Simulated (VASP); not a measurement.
# MgO (Fm-3m) in VASP: further runs

Runs on MgO. Level: PBE. Tasks: single point.

All numbers are computed with VASP 6.6.1; they aren't measurements. Logs are shortened: lines on timing, memory, paths and dates and some standing lists are left out, and cuts for length are marked.

### Step 1. The cell of the first run

The structure is cubic, space group Fm-3m (No. 225). Conventional cell: a = 4.246 Å, b = 4.246 Å, c = 4.246 Å, α = 90.00°, β = 90.00°, γ = 90.00°. Mg (site symmetry m-3m) has 6 O at 2.12 Å within 2.8 Å. O (site symmetry m-3m) has 6 Mg at 2.12 Å within 2.8 Å.

### Step 2. Single point, PBE (strain +1.0%)

Input file INCAR:

```
ALGO     = Normal         # electronic algorithm
EDIFF    = 1E-6           # SCF threshold, eV
ENCUT    = 520            # plane-wave cutoff, eV
GGA      = PE             # functional
ISIF     = 2              # what is computed and relaxed
ISMEAR   = 0              # smearing method
LASPH    = True           # aspherical terms in the spheres
LCHARG   = False          # write CHGCAR
LREAL    = False          # projectors in reciprocal space
LWAVE    = False          # write WAVECAR
NBANDS   = 11             # bands
NELM     = 100            # most SCF steps
PREC     = Accurate       # precision mode
SIGMA    = 0.01           # smearing width, eV
```

Input file KPOINTS:

```
k-points
0
Gamma
  6 6 6
```

Input file POSCAR:

```
MgO
1.0
    0.0000000000      2.1231890896      2.1231890896
    2.1231890896      0.0000000000      2.1231890896
    2.1231890896      2.1231890896      0.0000000000
Mg O
1 1
Direct
    0.0000000000      0.0000000000      0.0000000000
    0.5000000000      0.5000000000      0.5000000000
```

Potentials or basis: VASP PAW PBE potentials, release 64 (Mg, O).

Launch:

```console
$ cat potpaw_PBE.64/Mg/POTCAR potpaw_PBE.64/O/POTCAR > POTCAR
$ mpirun -np 1 vasp_std > vasp.out
```

OUTCAR:

```text
EDIFF = 1E-6
   ENCUT = 520
   GGA = PE
   ISIF = 2
   ISMEAR = 0
   LASPH = True
   LREAL = False
   NELM = 100
   PREC = Accurate

 ion  position               nearest neighbor table
   1  0.000  0.000  0.000-   2 2.12   2 2.12   2 2.12   2 2.12   2 2.12   2 2.12
   2  0.500  0.500  0.500-   1 2.12   1 2.12   1 2.12   1 2.12   1 2.12   1 2.12

  LATTYP: Found a face centered cubic cell.
 ALAT       =     4.2463781792

  Lattice vectors:

 A1 = (   0.0000000000,   2.1231890896,   2.1231890896)
 A2 = (   2.1231890896,   0.0000000000,   2.1231890896)
 A3 = (   2.1231890896,   2.1231890896,   0.0000000000)

Analysis of symmetry for initial positions (statically):
=====================================================================
 Subroutine PRICEL returns:
 Original cell was already a primitive cell.

 Routine SETGRP: Setting up the symmetry group for a
 face centered cubic supercell.

 Subroutine GETGRP returns: Found 48 space group operations
 (whereof 48 operations were pure point group operations)
 out of a pool of 48 trial point group operations.

The static configuration has the point symmetry O_h .

Analysis of symmetry for dynamics (positions and initial velocities):
=====================================================================
 Subroutine PRICEL returns:
 Original cell was already a primitive cell.

 Routine SETGRP: Setting up the symmetry group for a
 face centered cubic supercell.

 Subroutine GETGRP returns: Found 48 space group operations
 (whereof 48 operations were pure point group operations)
 out of a pool of 48 trial point group operations.

The dynamic configuration has the point symmetry O_h .

 Subroutine INISYM returns: Found 48 space group operations
 (whereof 48 operations are pure point group operations),
 and found     1 'primitive' translations

----------------------------------------------------------------------------------------

                                     Primitive cell

  volume of cell :      19.1424

  direct lattice vectors                    reciprocal lattice vectors
     0.000000000  2.123189090  2.123189090    -0.235494805  0.235494805  0.235494805
     2.123189090  0.000000000  2.123189090     0.235494805 -0.235494805  0.235494805
     2.123189090  2.123189090  0.000000000     0.235494805  0.235494805 -0.235494805

  length of vectors
     3.002642806  3.002642806  3.002642806     0.407888967  0.407888967  0.407888967

  position of ions in fractional coordinates (direct lattice)
     0.000000000  0.000000000  0.000000000
     0.500000000  0.500000000  0.500000000

  ion indices of the primitive-cell ions
   primitive index   ion index
                 1           1
                 2           2

----------------------------------------------------------------------------------------

 KPOINTS: k-points

Automatic generation of k-mesh.
 Grid dimensions read from file:
 generate k-points for:    6    6    6

 Generating k-lattice:

  Cartesian coordinates                     Fractional coordinates (reciprocal lattice)
    -0.039249134  0.039249134  0.039249134     0.166666667  0.000000000  0.000000000
     0.039249134 -0.039249134  0.039249134     0.000000000  0.166666667  0.000000000
     0.039249134  0.039249134 -0.039249134     0.000000000  0.000000000  0.166666667

  Length of vectors
     0.067981494  0.067981494  0.067981494

  Shift w.r.t. Gamma in fractional coordinates (k-lattice)
     0.000000000  0.000000000  0.000000000

 Subroutine IBZKPT returns following result:
 ===========================================

 Found     16 irreducible k-points:

 Following reciprocal coordinates:
            Coordinates               Weight
  0.000000  0.000000  0.000000      1.000000
  0.166667  0.000000  0.000000      8.000000
  0.333333  0.000000  0.000000      8.000000
  0.500000  0.000000  0.000000      4.000000
  0.166667  0.166667  0.000000      6.000000
  0.333333  0.166667  0.000000     24.000000
[... 8 lines left out ...]
 -0.333333  0.333333  0.166667     24.000000
 -0.333333  0.500000  0.166667     12.000000
   k-points           NKPTS =     16   k-points in BZ     NKDIM =     16   number of bands    NBANDS=     11
   number of dos      NEDOS =    301   number of ions     NIONS =      2
   total plane-waves  NPLWV =  13824
   dimension x,y,z NGX =    24 NGY =   24 NGZ =   24
   dimension x,y,z NGXF=    48 NGYF=   48 NGZF=   48
   ions per type =               1   1
   NGX,Y,Z   is equivalent  to a cutoff of  13.29, 13.29, 13.29 a.u.
   NGXF,Y,Z  is equivalent  to a cutoff of  26.58, 26.58, 26.58 a.u.
 SYSTEM =  unknown system
   PREC   = accura    normal or accurate (medium, high low for compatibility)
   ISTART =      0    job   : 0-new  1-cont  2-samecut
   ICHARG =      2    charge: 1-file 2-atom 10-const
   ISPIN  =      1    spin polarized calculation?
   LNONCOLLINEAR =      F non collinear calculations
   LSORBIT =      F    spin-orbit coupling
   LASPH  =      T    aspherical Exc in radial PAW
   ENCUT  =  520.0 eV  38.22 Ry    6.18 a.u.   5.58  5.58  5.58*2*pi/ulx,y,z
   NELM   =    100;   NELMIN=  2; NELMDL= -5     # of ELM steps
   EDIFF  = 0.1E-05   stopping-criterion for ELM
   LREAL  =      F    real-space projection
   EDIFFG = 0.1E-04   stopping-criterion for IOM
   NSW    =      0    number of steps for IOM
   IBRION =     -1    ionic relax: 0-MD 1-quasi-New 2-CG
   NFREE  =      0    steps in history (QN), initial steepest desc. (CG)
   ISIF   =      2    stress and relaxation
   ISYM   =      2    0-nonsym 1-usesym 2-fastsym
   POTIM  = 0.5000    time-step for ionic-motion
   TEBEG  =    0.0;   TEEND  =   0.0 temperature during run
   PSTRESS=    0.0 pullay stress
   NELECT =       8.0000    total number of electrons
   NUPDOWN=      -1.0000    fix difference up-down
   EMIN   =  10.00;   EMAX   =-10.00  energy-range for DOS
   EFERMI =   0.00;   METHOD = LEGACY
   ISMEAR =     0;   SIGMA  =   0.01  broadening in eV -4-tet -1-fermi 0-gaus
   EFERMI_NEDOS =   21; number of points for ismear=-14 and -15
   IALGO  =     38    algorithm
   IMIX   =      4    mixing-type and parameters
     AMIX     =   0.40;   BMIX     =  1.00
     AMIX_MAG =   1.60;   BMIX_MAG =  1.00
  volume/ion in A,a.u.               =       9.57        64.59
  Fermi-wavevector in a.u.,A,eV,Ry     =   1.223976  2.312979 20.383115  1.498117
  Thomas-Fermi vector in A             =   2.359067
   LORBIT       =      0    0 simple, 1 ext, 2 COOP (PROOUT), +10 PAW based schemes
   GGA     = PE    functional components
   LHFCALC =     F    Hartree Fock is set to
   AEXX    =    0.0000 exact exchange contribution
   IVDW    =     0    specifies the selected vdW correction
   LEPSILON=     F    determine dielectric tensor
   LRPA    =     F    only Hartree local field effects (RPA)
 non-spin polarized calculation
 Gauss-broadening in eV      SIGMA  =   0.01
  energy-cutoff  :      520.00
  volume of cell :       19.14
 maximum number of plane-waves:       531
 NGX is ok and might be reduce to    24
   NGX = 11   NGY = 11   NGZ = 11

 number of electron       8.0000004 magnetization

 Free energy of the ion-electron system (eV)
  ---------------------------------------------------
  ext. energy  EPLUGINS =         0.00000000
  ---------------------------------------------------
  free energy    TOTEN  =       -11.91143553 eV

  energy without entropy =      -11.91143553  energy(sigma->0) =      -11.91143553

 E-fermi :   3.1426     XC(G=0): -10.9637

 val. band max:        3.0074280916   @ k =   0.0000   0.0000   0.0000
 cond. band min:       7.5001831797   @ k =   0.0000   0.0000   0.0000
 fundamental gap:      4.4927550881
 Fermi energy:         3.1425576224

 k-point     1 :       0.0000    0.0000    0.0000
  band No.  band energies     occupation
      1     -14.1331      2.00000
      2       3.0074      2.00000
      3       3.0074      2.00000
      4       3.0074      2.00000
      5       7.5002      0.00000
      6      18.6684      0.00000
      7      18.6684      0.00000
      8      18.6684      0.00000
      9      22.5216      0.00000
     10      24.2676      0.00000
     11      24.2676      0.00000

 k-point     2 :       0.1667    0.0000    0.0000
  band No.  band energies     occupation
      1     -13.8623      2.00000
      2       1.5165      2.00000
      3       2.8405      2.00000
      4       2.8405      2.00000
      5       8.9267      0.00000
      6      16.3439      0.00000
      7      19.2132      0.00000
      8      19.2132      0.00000
      9      22.9396      0.00000
     10      22.9396      0.00000
     11      24.9341      0.00000

 k-point     3 :       0.3333    0.0000    0.0000
  band No.  band energies     occupation
      1     -13.2557      2.00000
      2      -0.5879      2.00000
      3       2.5280      2.00000
      4       2.5280      2.00000
      5      10.4811      0.00000
      6      15.1220      0.00000
      7      19.3503      0.00000
      8      19.3503      0.00000
      9      23.6385      0.00000
     10      23.6385      0.00000
     11      24.0516      0.00000

 k-point     4 :       0.5000    0.0000    0.0000
  band No.  band energies     occupation
      1     -12.9090      2.00000
      2      -1.5036      2.00000
      3       2.3810      2.00000
      4       2.3810      2.00000
      5      10.7501      0.00000
      6      15.3385      0.00000
      7      19.0671      0.00000
      8      19.0671      0.00000
      9      23.5338      0.00000
     10      25.2028      0.00000
     11      25.2028      0.00000
[... 127 lines left out ...]
 k-point    14 :       0.5000    0.3333    0.1667
  band No.  band energies     occupation
      1     -12.9008      2.00000
      2      -0.4533      2.00000
      3       1.2079      2.00000
      4       2.0224      2.00000
      5      12.7653      0.00000
      6      13.9674      0.00000
      7      16.2957      0.00000
      8      19.8852      0.00000
      9      22.1890      0.00000
     10      25.5759      0.00000
     11      30.4780      0.00000

 k-point    15 :      -0.3333    0.3333    0.1667
  band No.  band energies     occupation
      1     -12.6888      2.00000
      2      -0.4926      2.00000
      3       0.6056      2.00000
      4       1.7781      2.00000
      5      13.4011      0.00000
      6      14.7503      0.00000
      7      15.4684      0.00000
      8      19.1924      0.00000
      9      23.4940      0.00000
     10      24.6877      0.00000
     11      30.3121      0.00000

 k-point    16 :      -0.3333    0.5000    0.1667
  band No.  band energies     occupation
      1     -12.6228      2.00000
      2      -0.4620      2.00000
      3       0.8256      2.00000
      4       1.3805      2.00000
      5      13.4551      0.00000
      6      14.1378      0.00000
      7      15.2676      0.00000
      8      19.1680      0.00000
      9      22.8434      0.00000
     10      27.3235      0.00000
     11      28.7804      0.00000

------------------------ aborting loop because EDIFF is reached ----------------------------------------

  FORCE on cell =-STRESS in cart. coord.  units (eV):
  Direction    XX          YY          ZZ          XY          YZ          ZX
  --------------------------------------------------------------------------------------
  -------------------------------------------------------------------------------------
  Total        0.0051005      0.0051005      0.0051005      0.0000000     -0.0000000      0.0000000
  in kB        0.4268998      0.4268998      0.4268998      0.0000000     -0.0000000      0.0000000
  external PRESSURE =       0.4268998 kB  Pullay stress =       0.0000000 kB

 VOLUME and BASIS-vectors are now :
 -----------------------------------------------------------------------------
  energy-cutoff  :      520.00
  volume of cell :       19.14
      direct lattice vectors                 reciprocal lattice vectors
     0.000000000  2.123189090  2.123189090    -0.235494805  0.235494805  0.235494805
     2.123189090  0.000000000  2.123189090     0.235494805 -0.235494805  0.235494805
     2.123189090  2.123189090  0.000000000     0.235494805  0.235494805 -0.235494805

 POSITION                                       TOTAL-FORCE (eV/Angst)
 -----------------------------------------------------------------------------------
      0.00000      0.00000      0.00000        -0.000000     -0.000000     -0.000000
      2.12319      2.12319      2.12319         0.000000      0.000000      0.000000
 -----------------------------------------------------------------------------------
    total drift:                               -0.000000     -0.000000      0.000000

  FREE ENERGIE OF THE ION-ELECTRON SYSTEM (eV)
  ---------------------------------------------------
  free  energy   TOTEN  =       -11.9114355260 eV

  energy  without entropy=      -11.9114355260  energy(sigma->0) =      -11.91143553
```

Wall time 2.1 s (1 thread of Intel Xeon 6975P-C (Granite Rapids), shared host); peak memory 0.13 GiB.

Results:

```
Free energy            : -11.9114 eV
Pressure               : 0.0 GPa
Band gap on the k mesh : 4.49 eV, direct
```

Levels at points of the mesh, in eV from the valence-band top:
| k point | band 1 | band 2 | band 3 | band 4 | band 5 | band 6 | band 7 | band 8 |
| --- | --- | --- | --- | --- | --- | --- | --- | --- |
| (0.00, 0.00, 0.00) | -17.14 | 0.00 | 0.00 | 0.00 | 4.49 | 15.66 | 15.66 | 15.66 |
| (0.50, 0.00, 0.00) | -15.92 | -4.51 | -0.63 | -0.63 | 7.74 | 12.33 | 16.06 | 16.06 |
| (0.50, 0.50, 0.00) | -15.67 | -3.99 | -1.31 | -1.31 | 9.09 | 9.71 | 12.84 | 18.60 |

Caveat: the k points lie up to 0.43 Å⁻¹ apart; the cell differs from its parent crystal (strain +1.0%).

[end of part 1 of 2]
